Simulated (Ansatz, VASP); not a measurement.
**Two plane-wave programs on LiBr**

```
CELL_PARAMETERS angstrom
0.00000 2.75065 2.75065
2.75065 0.00000 2.75065
2.75065 2.75065 0.00000
ATOMIC_POSITIONS crystal
Li 0.00000 0.00000 0.00000
Br 0.50000 0.50000 0.50000
```

Alike in both runs: task relaxation of cell and atoms; functional PBE; k mesh 8 × 8 × 8; occupations gaussian, width 0.02 eV; no spin polarisation.

|  | VASP | Ansatz |
| --- | --- | --- |
| version | VASP 6.6.1 | Ansatz 0.2.0 |
| potentials or method | VASP PAW PBE potentials, release 64 (Li_sv, Br), cutoff 750 eV | scalar-relativistic, plane waves, PAW |
| valence electrons in the cell | 10 | 10 |

Ansatz gave:

```
gap on the k mesh at the Fermi level, each at its own relaxed structure (eV) : 4.92
relaxed volume (Å³/atom)                                                     : 20.92
relaxed cell length with the largest relative difference (Å)                 : 3.897
```

Task: Estimate VASP's values.

Result: gap on the k mesh at the Fermi level, each at its own relaxed structure (eV): 4.93; relaxed volume (Å³/atom): 20.85; relaxed cell length with the largest relative difference (Å): 3.892.
